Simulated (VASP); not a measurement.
Crystal: Al3O2.

```
CELL_PARAMETERS angstrom
2.57038 1.48401 2.93667
-2.57038 1.48401 2.93667
0.00000 -2.96802 2.93667
ATOMIC_POSITIONS crystal
Al 0.00000 0.00000 0.50000
Al 0.50000 0.00000 0.00000
Al 0.00000 0.50000 0.00000
O 0.68542 0.68542 0.68542
O 0.31458 0.31458 0.31458
```

The cell was generated, and may not be a known phase.

- Program: VASP 6.6.1
- Task: relaxation of cell and atoms
- Functional: PBE
- Potentials or basis: VASP PAW PBE potentials, release 64 (Al, O)
- Cutoff: 600 eV
- k mesh: 6 × 6 × 6
- Occupations: gaussian, width 0.1 eV
- Spin: no spin polarisation

At the start: pressure 3.3 GPa; volume 13.44 Å³/atom.

Q: Where does the relaxation end?

A: Over 13 steps the energy falls by 438.3 meV/atom and the volume is 14.34 Å³/atom (+6.7 %); space group R-3m (No. 166, to 0.1 Å) before and after.

Step by step:
| step | energy change (eV) | largest force (eV/Å) | pressure (GPa) | volume (Å³) |
| --- | --- | --- | --- | --- |
| 1 | 0.0000 | 1.4210 | 3.26 | 67.21 |
| 2 | -0.5401 | 1.6438 | 0.17 | 69.82 |
| 3 | -1.9231 | 0.8981 | -6.03 | 76.94 |
| 4 | -2.0304 | 0.5851 | -7.21 | 79.69 |
| 5 | -2.1193 | 0.5065 | 3.31 | 72.78 |
| 6 | -2.1741 | 0.0578 | -1.18 | 75.33 |
| 7 | -2.1741 | 0.0709 | -1.03 | 75.24 |
| 8 | -2.1825 | 0.1235 | -0.26 | 74.52 |
| 9 | -2.1841 | 0.1571 | 0.21 | 74.04 |
| 10 | -2.1880 | 0.0766 | -0.21 | 73.87 |
| 11 | -2.1895 | 0.0282 | -0.89 | 73.61 |
| 12 | -2.1915 | 0.0193 | -0.64 | 73.03 |
| 13 | -2.1915 | 0.0221 | 0.24 | 71.69 |

Final structure:
```
CELL_PARAMETERS angstrom
2.93755 1.69599 2.39828
-2.93755 1.69599 2.39828
0.00000 -3.39199 2.39828
ATOMIC_POSITIONS crystal
Al 0.00000 0.00000 0.50000
Al 0.50000 0.00000 0.00000
Al 0.00000 0.50000 0.00000
O 0.72257 0.72257 0.72257
O 0.27743 0.27743 0.27743
```

Caveat: an odd number of electrons without spin polarisation forces a metal; a magnetic or distorted state may lie lower.
